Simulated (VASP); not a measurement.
Wanted: the native input for a VASP 6.6.1 run.

```
Task                   : relaxation of volume and atoms at fixed shape
Functional             : PBE
Potentials or basis    : VASP PAW PBE potentials, release 64 (K_sv, F)
Cutoff                 : 600 eV
k mesh                 : 7 × 7 × 7
Occupations            : fermi-dirac, width 0.01 eV
Spin                   : no spin polarisation
Dipole correction      : no
Further INCAR settings : ALGO = Normal; EDIFF = 1e-07; IBRION = 2; EDIFFG = -0.01; NSW = 80; ISIF = 8
```

The structure of KF lies in POSCAR:

```
KF
1.0
    0.0000000000      2.6718500000      2.6718500000
    2.6718500000      0.0000000000      2.6718500000
    2.6718500000      2.6718500000      0.0000000000
K F
1 1
Direct
    0.0000000000      0.0000000000      0.0000000000
    0.5000000000      0.5000000000      0.5000000000
```

The input as run:

INCAR

```
SYSTEM = KF
PREC = Accurate
ENCUT = 600
EDIFF = 1E-7
ISMEAR = -1
SIGMA = 0.01
LREAL = .FALSE.
LASPH = .TRUE.
NELM = 120
ALGO = Normal
ISIF = 8
LWAVE = .FALSE.
LCHARG = .FALSE.
GGA = PE
IBRION = 2
NSW = 80
EDIFFG = -0.01
GGA_COMPAT = .FALSE.
NELMIN = 4
```

KPOINTS

```
regular mesh
0
G
  7 7 7
  0 0 0
```

Potentials or basis: VASP PAW PBE potentials, release 64 (K_sv, F).

Run with:

```bash
$ cat potpaw_PBE.64/K_sv/POTCAR potpaw_PBE.64/F/POTCAR > POTCAR
$ mpirun -np 1 vasp_std > vasp.out
```

It gave:

```json
{"Relaxed volume": "19.92 Å³/atom", "Relaxed cell": "a = 3.834 Å, b = 3.834 Å, c = 3.834 Å, α = 60.00°, β = 60.00°, γ = 60.00°", "Space group after relaxing (to 0.1 Å)": "Fm-3m (No. 225)", "Energy gained by relaxing": "3.5 meV/atom", "Ionic steps": "3", "Pressure after relaxing": "0.0 GPa", "Band gap on the k mesh": "5.94 eV"}
```

Run time: 40 s on 1 thread of Intel Xeon 8259CL, with other jobs on the host, peak memory 0.18 GiB.
